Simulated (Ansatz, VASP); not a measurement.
# One calculation of BaTa2Tl3, two programs

```
Ba Ta Tl
1.0
     6.29851    0.00000    0.00000
    -3.14926    5.45467    0.00000
     0.00000    0.00000    4.65865
Ba Ta Tl
1 2 3
Direct
  0.00000 0.00000 0.00000
  0.33333 0.66667 0.00000
  0.66667 0.33333 0.00000
  0.50000 0.00000 0.50000
  0.50000 0.50000 0.50000
  0.00000 0.50000 0.50000
```

Alike in both runs: functional PBE; k mesh 3 × 3 × 4; occupations gaussian, width 0.1 eV; no spin polarisation.

Ansatz relaxed the structure, and its values are those at the end. VASP's run is a single point on that final structure, the one shown.

|  | VASP | Ansatz |
| --- | --- | --- |
| version | VASP 6.6.1 | Ansatz 0.2.0 |
| potentials or method | VASP PAW PBE potentials, release 64 (Ba_sv, Ta_pv, Tl_d), cutoff 520 eV | scalar-relativistic, plane waves, PAW |
| valence electrons in the cell | 71 | 75 |

|  | VASP | Ansatz | Ansatz less VASP |
| --- | --- | --- | --- |
| gap on the k mesh at the Fermi level (eV) | none | none | - |
| pressure (GPa) | 0.2 | 0.0 | -0.17 |

A gap of «none» marks a metal or a gap that the smearing closes. VASP's potentials hold 71 valence electrons a cell and Ansatz's 75, so a difference there can come from the potentials and not from the codes.

The k mesh is coarse, so the values compare programs but aren't converged. Neither program's run includes spin-orbit coupling.
